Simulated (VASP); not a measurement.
# PbS in VASP: single point with PBEsol

Aim: the single point of PbS with PBEsol.

All numbers are computed with VASP 6.6.1; they aren't measurements. Logs are shortened: lines on timing, memory, paths and dates and some standing lists are left out, and cuts for length are marked.

## Step 1: The cell of the first run

The cell holds a slab with vacuum, 4 atoms: a = 4.078 Å, b = 4.246 Å, c = 22.107 Å, α = 93.62°, β = 92.77°, γ = 91.98°.

## Step 2: Single point, PBEsol (atoms moved at random and the cell strained at random)

Contents of INCAR:

```
ALGO     = Normal         # electronic algorithm
EDIFF    = 1E-6           # SCF threshold, eV
ENCUT    = 520            # plane-wave cutoff, eV
GGA      = PS             # functional
ISIF     = 2              # what is computed and relaxed
ISMEAR   = 0              # smearing method
LASPH    = True           # aspherical terms in the spheres
LCHARG   = False          # write CHGCAR
LREAL    = False          # projectors in reciprocal space
LWAVE    = False          # write WAVECAR
NBANDS   = 28             # bands
NELM     = 100            # most SCF steps
PREC     = Accurate       # precision mode
SIGMA    = 0.02           # smearing width, eV
```

Contents of KPOINTS:

```
k-points
0
Gamma
  6 6 2
```

Contents of POSCAR:

```
PbS
1.0
    2.8319327254     -2.9337408165      0.0293611677
    2.9513450098      3.0530537681      0.0048816494
   -1.9067161016     -0.1330139192     22.0240799123
Pb S
2 2
Direct
    0.7360557354      0.7626464610      0.9361883829
    0.2524733691      0.2599806310      0.0697053415
    0.2584768592      0.1957513357      0.9443526958
    0.7935923601      0.7410198959      0.0497535799
```

Potentials or basis: VASP PAW PBE potentials, release 64 (Pb_d, S).

Launch:

```sh
$ cat potpaw_PBE.64/Pb_d/POTCAR potpaw_PBE.64/S/POTCAR > POTCAR
$ mpirun -np 1 vasp_std > vasp.out
```

OUTCAR:

```text
EDIFF = 1E-6
   ENCUT = 520
   GGA = PS
   ISIF = 2
   ISMEAR = 0
   LASPH = True
   LREAL = False
   NELM = 100
   PREC = Accurate

 ion  position               nearest neighbor table
   1  0.736  0.763  0.936-   4 2.52   3 2.73   3 2.76   3 3.06   3 3.28   2 3.99   2 4.14
   2  0.252  0.260  0.070-   3 2.77   4 2.84   4 2.86   4 3.02   4 3.20   1 3.99   1 4.14
   3  0.258  0.196  0.944-   1 2.73   1 2.76   2 2.77   1 3.06   1 3.28
   4  0.794  0.741  0.050-   1 2.52   2 2.84   2 2.86   2 3.02   2 3.20

  LATTYP: Found a triclinic cell.
 ALAT       =     4.0776880972
 B/A-ratio  =     1.4684878432
 C/A-ratio  =     5.4924193255
 COS(alpha) =     0.0011862843
 COS(beta)  =     0.1277411540
 COS(gamma) =     0.7054926683

  Lattice vectors:

 A1 = (  -2.8319327254,   2.9337408165,  -0.0293611677)
 A2 = (   0.1194122844,   5.9867945846,  -0.0244795183)
 A3 = (  -3.8765616336,   0.0137009676, -22.0583227294)

Analysis of symmetry for initial positions (statically):
=====================================================================
 Subroutine PRICEL returns:
 Original cell was already a primitive cell.

 Routine SETGRP: Setting up the symmetry group for a
 triclinic supercell.

 Subroutine GETGRP returns: Found  1 space group operations
 (whereof  1 operations were pure point group operations)
 out of a pool of  2 trial point group operations.

The static configuration has the point symmetry C_1 .

Analysis of symmetry for dynamics (positions and initial velocities):
=====================================================================
 Subroutine PRICEL returns:
 Original cell was already a primitive cell.

 Routine SETGRP: Setting up the symmetry group for a
 triclinic supercell.

 Subroutine GETGRP returns: Found  1 space group operations
 (whereof  1 operations were pure point group operations)
 out of a pool of  2 trial point group operations.

The dynamic configuration has the point symmetry C_1 .

 Subroutine INISYM returns: Found  1 space group operations
 (whereof  1 operations are pure point group operations),
 and found     1 'primitive' translations

----------------------------------------------------------------------------------------

                                     Primitive cell

  volume of cell :     381.3048

  direct lattice vectors                    reciprocal lattice vectors
     2.831932725 -2.933740816  0.029361168     0.176345422 -0.170493454  0.014237265
     2.951345010  3.053053768  0.004881649     0.169441987  0.163718637  0.015658072
    -1.906716102 -0.133013919 22.024079912    -0.000272650  0.000191003  0.045382397

  length of vectors
     4.077688097  4.246362974 22.106862169     0.245699869  0.236134610  0.045383618

  position of ions in fractional coordinates (direct lattice)
     0.736055735  0.762646461  0.936188383
     0.252473369  0.259980631  0.069705341
     0.258476859  0.195751336  0.944352696
     0.793592360  0.741019896  0.049753580

  ion indices of the primitive-cell ions
   primitive index   ion index
                 1           1
                 2           2
                 3           3
                 4           4

----------------------------------------------------------------------------------------

 KPOINTS: k-points

Automatic generation of k-mesh.
 Grid dimensions read from file:
 generate k-points for:    6    6    2

 Generating k-lattice:

  Cartesian coordinates                     Fractional coordinates (reciprocal lattice)
     0.029390904 -0.028415576  0.002372877     0.166666667  0.000000000 -0.000000000
     0.028240331  0.027286439  0.002609679    -0.000000000  0.166666667 -0.000000000
    -0.000136325  0.000095502  0.022691199     0.000000000 -0.000000000  0.500000000

  Length of vectors
     0.040949978  0.039355768  0.022691809

  Shift w.r.t. Gamma in fractional coordinates (k-lattice)
     0.000000000  0.000000000  0.000000000

 Subroutine IBZKPT returns following result:
 ===========================================

 Found     40 irreducible k-points:

 Following reciprocal coordinates:
            Coordinates               Weight
  0.000000  0.000000  0.000000      1.000000
  0.166667  0.000000  0.000000      2.000000
  0.333333  0.000000  0.000000      2.000000
  0.500000  0.000000  0.000000      1.000000
  0.000000  0.166667 -0.000000      2.000000
  0.166667  0.166667  0.000000      2.000000
[... 16 lines left out ...]
  0.333333 -0.000000  0.500000      2.000000
  0.500000 -0.000000  0.500000      1.000000
 [... further k-points ...]
   k-points           NKPTS =     40   k-points in BZ     NKDIM =     40   number of bands    NBANDS=     28
   number of dos      NEDOS =    301   number of ions     NIONS =      4
   total plane-waves  NPLWV = 161280
   dimension x,y,z NGX =    30 NGY =   32 NGZ =  168
   dimension x,y,z NGXF=    60 NGYF=   64 NGZF=  336
   ions per type =               2   2
   NGX,Y,Z   is equivalent  to a cutoff of  12.23, 12.53, 12.63 a.u.
   NGXF,Y,Z  is equivalent  to a cutoff of  24.46, 25.06, 25.27 a.u.
 SYSTEM =  unknown system
   PREC   = accura    normal or accurate (medium, high low for compatibility)
   ISTART =      0    job   : 0-new  1-cont  2-samecut
   ICHARG =      2    charge: 1-file 2-atom 10-const
   ISPIN  =      1    spin polarized calculation?
   LNONCOLLINEAR =      F non collinear calculations
   LSORBIT =      F    spin-orbit coupling
   LASPH  =      T    aspherical Exc in radial PAW
   ENCUT  =  520.0 eV  38.22 Ry    6.18 a.u.   7.58  7.90 41.10*2*pi/ulx,y,z
   NELM   =    100;   NELMIN=  2; NELMDL= -5     # of ELM steps
   EDIFF  = 0.1E-05   stopping-criterion for ELM
   LREAL  =      F    real-space projection
   EDIFFG = 0.1E-04   stopping-criterion for IOM
   NSW    =      0    number of steps for IOM
   IBRION =     -1    ionic relax: 0-MD 1-quasi-New 2-CG
   NFREE  =      0    steps in history (QN), initial steepest desc. (CG)
   ISIF   =      2    stress and relaxation
   ISYM   =      2    0-nonsym 1-usesym 2-fastsym
   POTIM  = 0.5000    time-step for ionic-motion
   TEBEG  =    0.0;   TEEND  =   0.0 temperature during run
   PSTRESS=    0.0 pullay stress
   NELECT =      40.0000    total number of electrons
   NUPDOWN=      -1.0000    fix difference up-down
   EMIN   =  10.00;   EMAX   =-10.00  energy-range for DOS
   EFERMI =   0.00;   METHOD = LEGACY
   ISMEAR =     0;   SIGMA  =   0.02  broadening in eV -4-tet -1-fermi 0-gaus
   EFERMI_NEDOS =   21; number of points for ismear=-14 and -15
   IALGO  =     38    algorithm
   IMIX   =      4    mixing-type and parameters
     AMIX     =   0.40;   BMIX     =  1.00
     AMIX_MAG =   1.60;   BMIX_MAG =  1.00
  volume/ion in A,a.u.               =      95.33       643.29
  Fermi-wavevector in a.u.,A,eV,Ry     =   0.772095  1.459048  8.110851  0.596131
  Thomas-Fermi vector in A             =   1.873653
   LORBIT       =      0    0 simple, 1 ext, 2 COOP (PROOUT), +10 PAW based schemes
   GGA     = PS    functional components
   LHFCALC =     F    Hartree Fock is set to
   AEXX    =    0.0000 exact exchange contribution
   IVDW    =     0    specifies the selected vdW correction
   LEPSILON=     F    determine dielectric tensor
   LRPA    =     F    only Hartree local field effects (RPA)
 non-spin polarized calculation
 Gauss-broadening in eV      SIGMA  =   0.02
  energy-cutoff  :      520.00
  volume of cell :      381.30
 maximum number of plane-waves:     10336
   NGX = 15   NGY = 15   NGZ = 81

 number of electron      40.0000003 magnetization

 Free energy of the ion-electron system (eV)
  ---------------------------------------------------
  ext. energy  EPLUGINS =         0.00000000
  ---------------------------------------------------
  free energy    TOTEN  =       -18.31286432 eV

  energy without entropy =      -18.31286432  energy(sigma->0) =      -18.31286432

 E-fermi :  -1.4904     XC(G=0):  -3.1506

 val. band max:       -1.6354264472   @ k =   0.0000   0.5000   0.5000
 cond. band min:      -0.3364211708   @ k =   0.5000   0.0000   0.0000
 fundamental gap:      1.2990052764
 Fermi energy:        -1.4903627938

 k-point     1 :       0.0000    0.0000    0.0000
  band No.  band energies     occupation
      1     -18.2843      2.00000
      2     -18.2518      2.00000
      3     -18.2093      2.00000
      4     -18.1914      2.00000
      5     -18.1771      2.00000
      6     -17.8124      2.00000
[... 20 lines left out ...]
     27       3.2430      0.00000
     28       3.9087      0.00000

 k-point     2 :       0.1667    0.0000    0.0000
  band No.  band energies     occupation
      1     -18.2709      2.00000
      2     -18.2425      2.00000
      3     -18.2179      2.00000
      4     -18.1963      2.00000
      5     -18.1771      2.00000
      6     -17.8032      2.00000
[... 20 lines left out ...]
     27       3.1307      0.00000
     28       3.8171      0.00000

 k-point     3 :       0.3333    0.0000    0.0000
  band No.  band energies     occupation
      1     -18.2547      2.00000
      2     -18.2343      2.00000
      3     -18.2157      2.00000
      4     -18.2055      2.00000
      5     -18.1764      2.00000
      6     -17.7861      2.00000
[... 20 lines left out ...]
     27       3.4021      0.00000
     28       3.8056      0.00000

 k-point     4 :       0.5000    0.0000    0.0000
  band No.  band energies     occupation
      1     -18.2520      2.00000
      2     -18.2405      2.00000
      3     -18.2115      2.00000
      4     -18.1979      2.00000
      5     -18.1758      2.00000
      6     -17.7779      2.00000
[... 578 lines left out ...]
     27       3.4876      0.00000
     28       3.7115      0.00000

 k-point    23 :       0.3333   -0.0000    0.5000
  band No.  band energies     occupation
      1     -18.2547      2.00000
      2     -18.2343      2.00000
      3     -18.2157      2.00000
      4     -18.2055      2.00000
      5     -18.1764      2.00000
      6     -17.7861      2.00000
[... 20 lines left out ...]
     27       3.3940      0.00000
     28       3.7451      0.00000

 k-point    24 :       0.5000   -0.0000    0.5000
  band No.  band energies     occupation
      1     -18.2520      2.00000
      2     -18.2405      2.00000
      3     -18.2115      2.00000
      4     -18.1979      2.00000
      5     -18.1758      2.00000
      6     -17.7779      2.00000
[... 20 lines left out ...]
     27       3.9132      0.00000
     28       4.4573      0.00000

 [... further k-points ...]

------------------------ aborting loop because EDIFF is reached ----------------------------------------

  FORCE on cell =-STRESS in cart. coord.  units (eV):
  Direction    XX          YY          ZZ          XY          YZ          ZX
  --------------------------------------------------------------------------------------
  -------------------------------------------------------------------------------------
  Total        1.5726286     -0.2522863      1.2119779     -0.4391023     -0.1313420      0.0372038
  in kB        6.6079162     -1.0600639      5.0925234     -1.8450328     -0.5518765      0.1563241
  external PRESSURE =       3.5467919 kB  Pullay stress =       0.0000000 kB

 VOLUME and BASIS-vectors are now :
 -----------------------------------------------------------------------------
  energy-cutoff  :      520.00
  volume of cell :      381.30
      direct lattice vectors                 reciprocal lattice vectors
     2.831932725 -2.933740816  0.029361168     0.176345422 -0.170493454  0.014237265
     2.951345010  3.053053768  0.004881649     0.169441987  0.163718637  0.015658072
    -1.906716102 -0.133013919 22.024079912    -0.000272650  0.000191003  0.045382397

 POSITION                                       TOTAL-FORCE (eV/Angst)
 -----------------------------------------------------------------------------------
      2.55025      0.04448     20.64402        -0.267512     -0.210346     -1.249170
      1.34937      0.04377      1.54388         0.187846     -0.003241     -0.782891
     -0.49089     -0.28628     20.80704         0.312921      0.281710      0.654507
      4.33954     -0.07244      1.12270        -0.233255     -0.068123      1.377554
 -----------------------------------------------------------------------------------
    total drift:                                0.000009      0.000341      0.000209

  FREE ENERGIE OF THE ION-ELECTRON SYSTEM (eV)
  ---------------------------------------------------
  free  energy   TOTEN  =       -18.3128643186 eV

  energy  without entropy=      -18.3128643186  energy(sigma->0) =      -18.31286432
```

It took 10 min on 1 thread of Intel Xeon Platinum 8259CL at 2.50GHz (Skylake/Cascade Lake), shared host; peak memory 0.62 GiB.

What came out:

| Item | Value |
| --- | --- |
| Free energy | -18.3129 eV |
| Largest force | 1.399 eV/Å |
| Band gap on the k mesh | 1.30 eV, indirect (least direct gap 1.61 eV) |

Forces in eV/Å, atoms in the order of the input:
```
Pb  -0.268 -0.210 -1.249
Pb   0.188 -0.003 -0.783
S    0.313  0.282  0.655
S   -0.233 -0.068  1.378
```

Caveat: the cell differs from its parent crystal (atoms moved at random and the cell strained at random); the PAW data sets were made with another functional, which shifts forces and pressure a little; spin-orbit coupling is left out, which moves the levels of the heavy elements.
